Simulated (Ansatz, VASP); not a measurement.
## One calculation of SiC, two programs

```
CELL_PARAMETERS angstrom
3.03182 0.00000 0.00000
-1.51591 2.62563 0.00000
0.00000 0.00000 14.86032
ATOMIC_POSITIONS crystal
Si 0.66667 0.33333 0.45830
Si 0.33333 0.66667 0.95830
Si 0.66667 0.33333 0.79170
Si 0.33333 0.66667 0.29170
Si 0.00000 0.00000 0.62500
Si 0.00000 0.00000 0.12500
C 0.66667 0.33333 0.33330
C 0.33333 0.66667 0.83330
C 0.66667 0.33333 0.66670
C 0.33333 0.66667 0.16670
C 0.00000 0.00000 0.50000
C 0.00000 0.00000 0.00000
```

Alike in both runs: task single point; functional PBE; dispersion D4; k mesh 10 × 10 × 2; occupations fermi-dirac, width 0.05 eV; no spin polarisation.

|  | VASP | Ansatz |
| --- | --- | --- |
| version | VASP 6.6.1 | Ansatz 0.2.0 |
| potentials or method | VASP PAW PBE potentials, release 64 (Si, C) | Ansatz PAW |
| plane-wave cutoff (eV) | 520 | 420 |
| valence electrons in the cell | 48 | 48 |

```csv
,VASP,Ansatz,Ansatz less VASP
gap on the k mesh at the Fermi level (eV),2.01,2.01,+0.002
least direct gap on the mesh (eV),3.11,3.12,+0.003
pressure (GPa),10.4,10.5,+0.09
"traceless stress, the component that is largest in VASP (GPa)",0.56,0.55,-0.007
rms of the force components (eV/Å),0.043,0.042,-0.0009
```

Atom by atom the forces differ by 0.001 eV/Å (rms over components).
